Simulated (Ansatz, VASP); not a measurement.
## Two plane-wave programs on LiF

POSCAR

```
LiF
1.0
    3.2800798956      0.0000000000      0.0000000000
   -1.6400399478      2.8406325161      0.0000000000
    0.0000000000      0.0000000000      3.9995958192
Li F
2 2
Direct
    0.3333333333      0.6666666667      0.2500000000
    0.6666666667      0.3333333333      0.7500000000
    0.6666666667      0.3333333333      0.2500000000
    0.3333333333      0.6666666667      0.7500000000
```

The input INCAR.step1:

```
PREC = Accurate
ENCUT = 520
ISMEAR = 0
SIGMA = 0.01
LREAL = False
LASPH = True
NELM = 60
NBANDS = 18
GGA = PE
ALGO = Normal
EDIFF = 1E-4
LWAVE = True
LCHARG = False
```

INCAR.step2

```
PREC = Accurate
ENCUT = 520
EDIFF = 1E-7
ISMEAR = 0
SIGMA = 0.01
LREAL = False
LASPH = True
NELM = 60
ALGO = Normal
ISIF = 2
LWAVE = False
LCHARG = True
METAGGA = R2SCAN
LMIXTAU = True
LELF = True
LVHAR = True
NBANDS = 18
ISTART = 1
```

KPOINTS

```
Automatic mesh
0
Gamma
  9 9 6
```

Input for Ansatz:

```yaml
crystal:
  lattice:
    - [3.2800798956, 0.0, 0.0]
    - [-1.6400399478, 2.8406325161, 0.0]
    - [0.0, 0.0, 3.9995958192]
  atoms:
    - { symbol: Li, position: [0.3333333333, 0.6666666667, 0.25] }
    - { symbol: Li, position: [0.6666666667, 0.3333333333, 0.75] }
    - { symbol: F, position: [0.6666666667, 0.3333333333, 0.25] }
    - { symbol: F, position: [0.3333333333, 0.6666666667, 0.75] }
kpoints:
  mp_grid: { grid: [9, 9, 6] }
hamiltonian:
  xc: r2scan
scf:
  occupations: { method: fixed }
  n_extra_bands: 5
output:
  forces: true
  stress: true
  eigenvalues: true
```

Alike in both runs: task single point; functional r2SCAN; k mesh 9 × 9 × 6; no spin polarisation.

|  | VASP | Ansatz |
| --- | --- | --- |
| version | VASP 6.6.1 | Ansatz 0.2.0 |
| potentials or method | VASP PAW PBE potentials, release 64 (Li_sv, F) | plane waves, PAW |
| plane-wave cutoff (eV) | 520 | 500 |
| occupations | gaussian, width 0.01 eV | fixed |
| valence electrons in the cell | 20 | 20 |

```tsv
	VASP	Ansatz	Ansatz less VASP
gap on the k mesh at the Fermi level (eV)	8.64	8.53	-0.111
```

VASP's potentials were made for PBE, not for r2SCAN.

Noted on VASP's run: the cutoff is short for stress, so the pressure is rough.
